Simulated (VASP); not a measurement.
# SiNi2 (P6_3/mmc) in VASP: further runs

The runs below take SiNi2 through single point, with PBE.

Everything below comes from runs of VASP 6.6.1. Logs are shortened: lines on timing, memory, paths and dates and some standing lists are left out, and cuts for length are marked.

## 1. The cell of the first run

The structure is hexagonal, space group P6_3/mmc (No. 194). Conventional cell: a = 3.912 Å, b = 3.912 Å, c = 4.991 Å, α = 90.00°, β = 90.00°, γ = 120.00°. Within 3.0 Å of Si (site symmetry -6m2) lie 11 Ni at 2.26 to 2.58 Å. Ni (site symmetry -3m) has 8 Ni at 2.50 to 2.58 Å and 6 Si at 2.58 Å within 3.3 Å. Within 3.0 Å of Ni (site symmetry -6m2) lie 5 Si at 2.26 to 2.50 Å and 6 Ni at 2.58 Å.

## 2. Single point, PBE

The input, INCAR:

```
PREC = Accurate
ENCUT = 600
EDIFF = 1E-6
ISMEAR = 0
SIGMA = 0.1
LREAL = False
LASPH = True
NELM = 120
ALGO = Normal
ISIF = 2
LWAVE = False
LCHARG = True
GGA = PE
LELF = True
LVHAR = True
NBANDS = 33
GGA_COMPAT = False
```

The input, KPOINTS:

```
Automatic mesh
0
Gamma
  12 12 8
```

The input, POSCAR:

```
SiNi2
1.0
    3.9119261427      0.0000000000      0.0000000000
   -1.9559630714      3.3878274173      0.0000000000
    0.0000000000      0.0000000000      4.9914527796
Si Ni
2 4
Direct
    0.3333333333      0.6666666667      0.7500000000
    0.6666666667      0.3333333333      0.2500000000
    0.0000000000      0.0000000000      0.0000000000
    0.0000000000      0.0000000000      0.5000000000
    0.3333333333      0.6666666667      0.2500000000
    0.6666666667      0.3333333333      0.7500000000
```

Potentials or basis: VASP PAW PBE potentials, release 64 (Si, Ni).

The run is started by

```bash
$ cat potpaw_PBE.64/Si/POTCAR potpaw_PBE.64/Ni/POTCAR > POTCAR
$ mpirun -np 1 vasp_std > vasp.out
```

OUTCAR:

```text
PREC = Accurate
   ENCUT = 600
   EDIFF = 1E-6
   ISMEAR = 0
   LREAL = False
   LASPH = True
   NELM = 120
   ISIF = 2
   GGA = PE

 ion  position               nearest neighbor table
   1  0.333  0.667  0.750-   6 2.26   6 2.26   6 2.26   5 2.50   5 2.50   3 2.58   4 2.58   4 2.58
                             3 2.58   4 2.58   3 2.58
   2  0.667  0.333  0.250-   5 2.26   5 2.26   5 2.26   6 2.50   6 2.50   3 2.58   4 2.58   3 2.58
                             4 2.58   3 2.58   4 2.58
   3  0.000  0.000  0.000-   4 2.50   4 2.50   1 2.58   5 2.58   6 2.58   2 2.58   2 2.58   6 2.58
                             1 2.58   5 2.58   2 2.58   6 2.58   1 2.58   5 2.58
   4  0.000  0.000  0.500-   3 2.50   3 2.50   1 2.58   5 2.58   6 2.58   2 2.58   2 2.58   6 2.58
                             1 2.58   5 2.58   2 2.58   6 2.58   1 2.58   5 2.58
   5  0.333  0.667  0.250-   2 2.26   2 2.26   2 2.26   1 2.50   1 2.50   3 2.58   4 2.58   4 2.58
                             3 2.58   4 2.58   3 2.58
   6  0.667  0.333  0.750-   1 2.26   1 2.26   1 2.26   2 2.50   2 2.50   3 2.58   4 2.58   3 2.58
                             4 2.58   3 2.58   4 2.58

  LATTYP: Found a hexagonal cell.
 ALAT       =     3.9119261427
 C/A-ratio  =     1.2759578268

  Lattice vectors:

 A1 = (   3.9119261427,   0.0000000000,   0.0000000000)
 A2 = (  -1.9559630714,   3.3878274173,   0.0000000000)
 A3 = (   0.0000000000,   0.0000000000,   4.9914527796)

Analysis of symmetry for initial positions (statically):
=====================================================================
 Subroutine PRICEL returns:
 Original cell was already a primitive cell.

 Routine SETGRP: Setting up the symmetry group for a
 hexagonal supercell.

 Subroutine GETGRP returns: Found 24 space group operations
 (whereof 12 operations were pure point group operations)
 out of a pool of 24 trial point group operations.

The static configuration has the point symmetry D_3d.
 The point group associated with its full space group is D_6h.

Analysis of symmetry for dynamics (positions and initial velocities):
=====================================================================
 Subroutine PRICEL returns:
 Original cell was already a primitive cell.

 Routine SETGRP: Setting up the symmetry group for a
 hexagonal supercell.

 Subroutine GETGRP returns: Found 24 space group operations
 (whereof 12 operations were pure point group operations)
 out of a pool of 24 trial point group operations.

The dynamic configuration has the point symmetry D_3d.
 The point group associated with its full space group is D_6h.

 Subroutine INISYM returns: Found 24 space group operations
 (whereof 12 operations are pure point group operations),
 and found     1 'primitive' translations

----------------------------------------------------------------------------------------

                                     Primitive cell

  volume of cell :      66.1514

  direct lattice vectors                    reciprocal lattice vectors
     3.911926143  0.000000000  0.000000000     0.255628548  0.147587211  0.000000000
    -1.955963071  3.387827417  0.000000000     0.000000000  0.295174422  0.000000000
     0.000000000  0.000000000  4.991452780     0.000000000  0.000000000  0.200342474

  length of vectors
     3.911926143  3.911926143  4.991452780     0.295174422  0.295174422  0.200342474

  position of ions in fractional coordinates (direct lattice)
     0.333333333  0.666666667  0.750000000
     0.666666667  0.333333333  0.250000000
     0.000000000  0.000000000  0.000000000
     0.000000000  0.000000000  0.500000000
     0.333333333  0.666666667  0.250000000
     0.666666667  0.333333333  0.750000000

  ion indices of the primitive-cell ions
   primitive index   ion index
                 1           1
                 2           2
                 3           3
                 4           4
                 5           5
                 6           6

----------------------------------------------------------------------------------------

 KPOINTS: Automatic mesh

Automatic generation of k-mesh.
 Grid dimensions read from file:
 generate k-points for:   12   12    8

 Generating k-lattice:

  Cartesian coordinates                     Fractional coordinates (reciprocal lattice)
     0.021302379  0.012298934  0.000000000     0.083333333  0.000000000  0.000000000
     0.000000000  0.024597869  0.000000000     0.000000000  0.083333333  0.000000000
     0.000000000  0.000000000  0.025042809     0.000000000  0.000000000  0.125000000

  Length of vectors
     0.024597869  0.024597869  0.025042809

  Shift w.r.t. Gamma in fractional coordinates (k-lattice)
     0.000000000  0.000000000  0.000000000

 Subroutine IBZKPT returns following result:
 ===========================================

 Found     95 irreducible k-points:

 Following reciprocal coordinates:
            Coordinates               Weight
  0.000000  0.000000  0.000000      1.000000
  0.083333  0.000000  0.000000      6.000000
  0.166667  0.000000  0.000000      6.000000
  0.250000 -0.000000  0.000000      6.000000
  0.333333  0.000000  0.000000      6.000000
  0.416667  0.000000  0.000000      6.000000
[... 16 lines left out ...]
  0.250000 -0.000000  0.125000     12.000000
  0.333333  0.000000  0.125000     12.000000
 [... further k-points ...]
   k-points           NKPTS =     95   k-points in BZ     NKDIM =     95   number of bands    NBANDS=     33
   number of dos      NEDOS =    301   number of ions     NIONS =      6
   total plane-waves  NPLWV =  40960
   dimension x,y,z NGX =    32 NGY =   32 NGZ =   40
   dimension x,y,z NGXF=    64 NGYF=   64 NGZF=   80
   ions per type =               2   4
   NGX,Y,Z   is equivalent  to a cutoff of  13.60, 13.60, 13.32 a.u.
   NGXF,Y,Z  is equivalent  to a cutoff of  27.20, 27.20, 26.64 a.u.
 SYSTEM =  unknown system
   PREC   = accura    normal or accurate (medium, high low for compatibility)
   ISTART =      0    job   : 0-new  1-cont  2-samecut
   ICHARG =      2    charge: 1-file 2-atom 10-const
   ISPIN  =      1    spin polarized calculation?
   LNONCOLLINEAR =      F non collinear calculations
   LSORBIT =      F    spin-orbit coupling
   LASPH  =      T    aspherical Exc in radial PAW
   ENCUT  =  600.0 eV  44.10 Ry    6.64 a.u.   7.81  7.81  9.97*2*pi/ulx,y,z
   NELM   =    120;   NELMIN=  2; NELMDL= -5     # of ELM steps
   EDIFF  = 0.1E-05   stopping-criterion for ELM
   LREAL  =      F    real-space projection
   EDIFFG = 0.1E-04   stopping-criterion for IOM
   NSW    =      0    number of steps for IOM
   IBRION =     -1    ionic relax: 0-MD 1-quasi-New 2-CG
   NFREE  =      0    steps in history (QN), initial steepest desc. (CG)
   ISIF   =      2    stress and relaxation
   ISYM   =      2    0-nonsym 1-usesym 2-fastsym
   POTIM  = 0.5000    time-step for ionic-motion
   TEBEG  =    0.0;   TEEND  =   0.0 temperature during run
   PSTRESS=    0.0 pullay stress
   NELECT =      48.0000    total number of electrons
   NUPDOWN=      -1.0000    fix difference up-down
   EMIN   =  10.00;   EMAX   =-10.00  energy-range for DOS
   EFERMI =   0.00;   METHOD = LEGACY
   ISMEAR =     0;   SIGMA  =   0.10  broadening in eV -4-tet -1-fermi 0-gaus
   EFERMI_NEDOS =   21; number of points for ismear=-14 and -15
   IALGO  =     38    algorithm
   IMIX   =      4    mixing-type and parameters
     AMIX     =   0.40;   BMIX     =  1.00
     AMIX_MAG =   1.60;   BMIX_MAG =  1.00
  volume/ion in A,a.u.               =      11.03        74.40
  Fermi-wavevector in a.u.,A,eV,Ry     =   1.471100  2.779976 29.444858  2.164136
  Thomas-Fermi vector in A             =   2.586277
   LORBIT       =      0    0 simple, 1 ext, 2 COOP (PROOUT), +10 PAW based schemes
   GGA     = PE    functional components
   LHFCALC =     F    Hartree Fock is set to
   AEXX    =    0.0000 exact exchange contribution
   IVDW    =     0    specifies the selected vdW correction
   LEPSILON=     F    determine dielectric tensor
   LRPA    =     F    only Hartree local field effects (RPA)
 non-spin polarized calculation
 Gauss-broadening in eV      SIGMA  =   0.10
  energy-cutoff  :      600.00
  volume of cell :       66.15
 maximum number of plane-waves:      2235
 NGX is ok and might be reduce to    32
   NGX = 15   NGY = 15   NGZ = 19

 number of electron      47.9999984 magnetization

 Free energy of the ion-electron system (eV)
  ---------------------------------------------------
  ext. energy  EPLUGINS =         0.00000000
  ---------------------------------------------------
  free energy    TOTEN  =       -35.76900039 eV

  energy without entropy =      -35.75088906  energy(sigma->0) =      -35.75994473

 E-fermi :  10.9654     XC(G=0): -12.8860

 val. band max:       10.9652610926   @ k =   0.1667   0.0000   0.0000
 cond. band min:      10.9791469703   @ k =   0.3333   0.0000   0.2500
 fundamental gap:      0.0138858778
 Fermi energy:        10.9654447291

 k-point     1 :       0.0000    0.0000    0.0000
  band No.  band energies     occupation
      1      -1.5175      2.00000
      2       2.8081      2.00000
      3       4.6135      2.00000
      4       5.9970      2.00000
      5       5.9970      2.00000
      6       7.1156      2.00000
[... 25 lines left out ...]
     32      16.3784      0.00000
     33      19.2541      0.00000

 k-point     2 :       0.0833    0.0000    0.0000
  band No.  band energies     occupation
      1      -1.4290      2.00000
      2       2.8256      2.00000
      3       4.6764      2.00000
      4       5.9796      2.00000
      5       6.0421      2.00000
      6       6.8200      2.00000
[... 25 lines left out ...]
     32      16.9149      0.00000
     33      18.6147      0.00000
[... 754 lines left out ...]
     32      17.5791      0.00000
     33      18.4335      0.00000

 k-point    24 :       0.3333    0.0000    0.1250
  band No.  band energies     occupation
      1      -0.0799      2.00000
      2       2.5876      2.00000
      3       4.5631      2.00000
      4       5.4934      2.00000
      5       6.5454      2.00000
      6       6.6773      2.00000
[... 25 lines left out ...]
     32      18.0568      0.00000
     33      19.2333      0.00000

 [... further k-points ...]

------------------------ aborting loop because EDIFF is reached ----------------------------------------

  FORCE on cell =-STRESS in cart. coord.  units (eV):
  Direction    XX          YY          ZZ          XY          YZ          ZX
  --------------------------------------------------------------------------------------
  -------------------------------------------------------------------------------------
  Total        0.0120188      0.0120188     -0.0587129     -0.0000000     -0.0000000     -0.0000000
  in kB        0.2910938      0.2910938     -1.4220183     -0.0000000     -0.0000000     -0.0000000
  external PRESSURE =      -0.2799436 kB  Pullay stress =       0.0000000 kB

 VOLUME and BASIS-vectors are now :
 -----------------------------------------------------------------------------
  energy-cutoff  :      600.00
  volume of cell :       66.15
      direct lattice vectors                 reciprocal lattice vectors
     3.911926143  0.000000000  0.000000000     0.255628548  0.147587211  0.000000000
    -1.955963071  3.387827417  0.000000000     0.000000000  0.295174422  0.000000000
     0.000000000  0.000000000  4.991452780     0.000000000  0.000000000  0.200342474

 POSITION                                       TOTAL-FORCE (eV/Angst)
 -----------------------------------------------------------------------------------
     -0.00000      2.25855      3.74359         0.000000     -0.000000     -0.000000
      1.95596      1.12928      1.24786        -0.000000      0.000000     -0.000000
      0.00000      0.00000      0.00000         0.000000     -0.000000     -0.000000
      0.00000      0.00000      2.49573         0.000000     -0.000000     -0.000000
     -0.00000      2.25855      1.24786        -0.000000      0.000000     -0.000000
      1.95596      1.12928      3.74359        -0.000000      0.000000      0.000000
 -----------------------------------------------------------------------------------
    total drift:                                0.000000     -0.000000      0.000000

  FREE ENERGIE OF THE ION-ELECTRON SYSTEM (eV)
  ---------------------------------------------------
  free  energy   TOTEN  =       -35.7690003874 eV

  energy  without entropy=      -35.7508890642  energy(sigma->0) =      -35.75994473
```

Run time: 2.5 min. Hardware: 1 thread of Intel Xeon Platinum 8488C (Sapphire Rapids), shared host; peak memory 0.33 GiB.

Results:

```
Free energy            : -35.7690 eV
Pressure               : 0.0 GPa
Band gap on the k mesh : zero (bands 24 and 25 overlap by 3.20 eV)
```

Stress tensor (GPa, compression positive):
```
 0.03  0.00  0.00
 0.00  0.03  0.00
 0.00  0.00 -0.14
```

Levels at points of the mesh, in eV from the Fermi level:
| k point | band 20 | band 21 | band 22 | band 23 | band 24 | band 25 | band 26 | band 27 | band 28 | band 29 |
| --- | --- | --- | --- | --- | --- | --- | --- | --- | --- | --- |
| (0.00, 0.00, 0.00) | -1.22 | -0.61 | -0.61 | 0.11 | 2.61 | 2.73 | 2.73 | 2.78 | 2.78 | 3.20 |
| (0.50, 0.00, 0.00) | -1.45 | -1.30 | -1.18 | -0.99 | -0.67 | -0.55 | 1.07 | 1.79 | 2.92 | 3.60 |
| (0.00, 0.00, 0.50) | -1.21 | -1.21 | -1.21 | 2.04 | 2.04 | 3.23 | 3.23 | 3.23 | 3.23 | 4.16 |
| (0.50, 0.00, 0.50) | -1.63 | -1.23 | -1.23 | -0.89 | -0.89 | 0.93 | 0.93 | 2.82 | 2.82 | 5.63 |

## 3. Single point, PBE (11.36 Å³/atom)

This run uses another cell than the first one, of 11.36 Å³/atom.

The input, INCAR:

```
  ALGO = Normal
  EDIFF = 1E-6
  ENCUT = 600
  GGA = PE
  GGA_COMPAT = F
  ISIF = 2
  ISMEAR = 0
  LASPH = T
  LCHARG = F
  LREAL = F
  LWAVE = F
  NBANDS = 33
  NELM = 120
  PREC = Accurate
  SIGMA = 0.1
```

The input, KPOINTS:

```
k-points
0
Gamma
  12 12 8
```

POSCAR: that of step 2 with these lines changed.

```diff
@@ -2,5 +2,5 @@
 1.0
-    3.9119261427      0.0000000000      0.0000000000
-   -1.9559630714      3.3878274173      0.0000000000
-    0.0000000000      0.0000000000      4.9914527796
+    3.9448051137      0.0000000000      0.0000000000
+   -1.9724025568      3.4163014414      0.0000000000
+    0.0000000000      0.0000000000      5.0558523222
 Si Ni
```

Potentials or basis: VASP PAW PBE potentials, release 64 (Si, Ni).

The run is started by

```bash
$ cat potpaw_PBE.64/Si/POTCAR potpaw_PBE.64/Ni/POTCAR > POTCAR
$ mpirun -np 1 vasp_std > vasp.out
```

Run time: 2.4 min. Hardware: 1 thread of Intel Xeon Platinum 8488C (Sapphire Rapids), shared host; peak memory 0.32 GiB.

The run converged. Its results:

| Quantity | Value |
| --- | --- |
| Free energy | -35.7341 eV |
| Pressure | -5.4 GPa |
| Band gap on the k mesh | zero (bands 24 and 25 overlap by 3.09 eV) |

Stress tensor (GPa, compression positive):
```
-5.35  0.00  0.00
 0.00 -5.35  0.00
 0.00  0.00 -5.51
```

Levels at points of the mesh, in eV from the Fermi level:
```
           k point  band 21  band 22  band 23  band 24  band 25  band 26  band 27  band 28
(0.00, 0.00, 0.00)    -0.59    -0.59     0.09     2.52     2.72     2.72     2.72     2.72
(0.50, 0.00, 0.00)    -1.26    -1.14    -0.95    -0.65    -0.54     0.97     1.74     2.85
(0.00, 0.00, 0.50)    -1.17    -1.17     1.91     1.91     3.16     3.16     3.16     3.16
(0.50, 0.00, 0.50)    -1.18    -1.18    -0.86    -0.86     0.91     0.91     2.72     2.72
```

Caveat: the cell stands under tension.

[end of part 1 of 2]

The gap in the log of VASP goes by the Fermi energy; the results here count the filled bands.